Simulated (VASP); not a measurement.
# WC: single point with PBEsol

The system is WC.

```xyz
2
Lattice="2.8984 0.0000 0.0000 -1.4492 2.5101 0.0000 0.0000 0.0000 2.8276" Properties=species:S:1:pos:R:3 pbc="T T T"
W     0.0000    0.0000    0.0000
C     1.4492    0.8367    1.4138
```

```yaml
Program: VASP 6.6.1
Task: single point
Functional: PBEsol
Potentials_or_basis: VASP PAW PBE potentials, release 64 (W_sv, C)
Cutoff: 520 eV
k_mesh: 24 × 24 × 22
Occupations: gaussian, width 0.15 eV
Spin: no spin polarisation
Dipole_correction: no
Further_INCAR_settings: ALGO = Normal; EDIFF = 1e-06; NBANDS = 16
```

The pressure is 1.3 GPa and the band gap on the k mesh is zero (bands 9 and 10 overlap by 1.33 eV).

Levels at points of the mesh, in eV from the Fermi level:
| k point | band 7 | band 8 | band 9 | band 10 | band 11 | band 12 |
| --- | --- | --- | --- | --- | --- | --- |
| (0.00, 0.00, 0.00) | -3.37 | -3.37 | 0.12 | 3.27 | 3.27 | 5.70 |
| (0.50, 0.00, 0.00) | -3.65 | -3.63 | -0.45 | 2.36 | 4.58 | 4.96 |
| (0.00, 0.00, 0.50) | -2.04 | -2.04 | -0.61 | -0.61 | 3.73 | 4.55 |
| (0.50, 0.00, 0.50) | -4.37 | -4.20 | 0.31 | 4.49 | 5.39 | 6.74 |

It took 2.4 min on 1 thread of AMD EPYC 7R13 Processor (Zen 3), with other jobs on the host, peak memory 0.31 GiB.

Caveat: the PAW data sets were made with another functional, which shifts forces and pressure a little; spin-orbit coupling is left out, which moves the levels of the heavy elements.
